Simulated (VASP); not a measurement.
B: single point with LDA

The system is B.

```xyz
1
Lattice="-1.1702 1.1702 1.1702 1.1702 -1.1702 1.1702 1.1702 1.1702 -1.1702" Properties=species:S:1:pos:R:3 pbc="T T T"
B     0.0000    0.0000    0.0000
```

This cell differs from its parent crystal: volume scaled by 1.08.

```
Program             : VASP 6.6.1
Task                : single point
Functional          : LDA
Potentials or basis : VASP PAW LDA potentials, release 64 (B)
Cutoff              : 520 eV
k mesh              : 22 × 22 × 22
Occupations         : fermi-dirac, width 0.1 eV
Spin                : no spin polarisation
```

The pressure is -16.2 GPa.

Levels at points of the mesh, in eV from the Fermi level:
| k point | band 1 | band 2 | band 3 | band 4 | band 5 | band 6 |
| --- | --- | --- | --- | --- | --- | --- |
| (0.00, 0.00, 0.00) | -18.01 | 14.62 | 14.62 | 14.62 | 33.07 | 33.07 |
| (0.50, 0.00, 0.00) | -8.80 | -4.48 | 8.19 | 11.98 | 21.83 | 24.97 |
| (0.50, 0.50, 0.50) | 0.32 | 0.32 | 0.32 | 10.25 | 10.25 | 10.64 |

Run time: 4.1 s on 1 thread of Intel(R) Xeon(R) 6975P-C (Granite Rapids), with other jobs on the host, peak memory 0.11 GiB.
